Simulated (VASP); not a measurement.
Set up this calculation in VASP 6.6.1, as the native input.

* Task: single point
* Functional: PBEsol
* Potentials or basis: VASP PAW PBE potentials, release 64 (In_d, Sb)
* Cutoff: 520 eV
* k mesh: 14 × 14 × 14
* Occupations: gaussian, width 0.15 eV
* Spin: no spin polarisation
* Dipole correction: no
* Further INCAR settings: ALGO = Normal; EDIFF = 1e-06; NBANDS = 16

The structure of InSb lies in POSCAR:

```
InSb
1.0
    0.0000000000      2.9966751750      3.0735130000
    2.9966751750      0.0000000000      3.0735130000
    2.9966751750      2.9966751750      0.0000000000
In Sb
1 1
Direct
    0.0000000000      0.0000000000      0.0000000000
    0.5000000000      0.5000000000      0.5000000000
```

This cell differs from its parent crystal: strain -0.025 along x and y, +0.000 along z.

One way to write it, as run:

INCAR

```
  ALGO = Normal
  EDIFF = 1E-6
  ENCUT = 520
  GGA = PS
  ISIF = 2
  ISMEAR = 0
  LASPH = True
  LCHARG = True
  LELF = True
  LREAL = False
  LVHAR = True
  LWAVE = False
  NBANDS = 16
  NELM = 100
  PREC = Accurate
  SIGMA = 0.15
```

KPOINTS

```
k-points
0
Gamma
  14 14 14
```

Potentials or basis: VASP PAW PBE potentials, release 64 (In_d, Sb).

Command:

```sh
$ cat potpaw_PBE.64/In_d/POTCAR potpaw_PBE.64/Sb/POTCAR > POTCAR
$ mpirun -np 1 vasp_std > vasp.out
```

It gave:

- Pressure: -0.1 GPa
- Band gap on the k mesh: zero (bands 9 and 10 overlap by 2.83 eV)

Caveat: the cell differs from its parent crystal (strain -0.025 along x and y, +0.000 along z); the PAW data sets were made with another functional, which shifts forces and pressure a little; spin-orbit coupling is left out, which moves the levels of the heavy elements.

It took 66 s on 1 thread of Intel(R) Xeon(R) 6975P-C (Granite Rapids), on a shared host, peak memory 0.34 GiB.
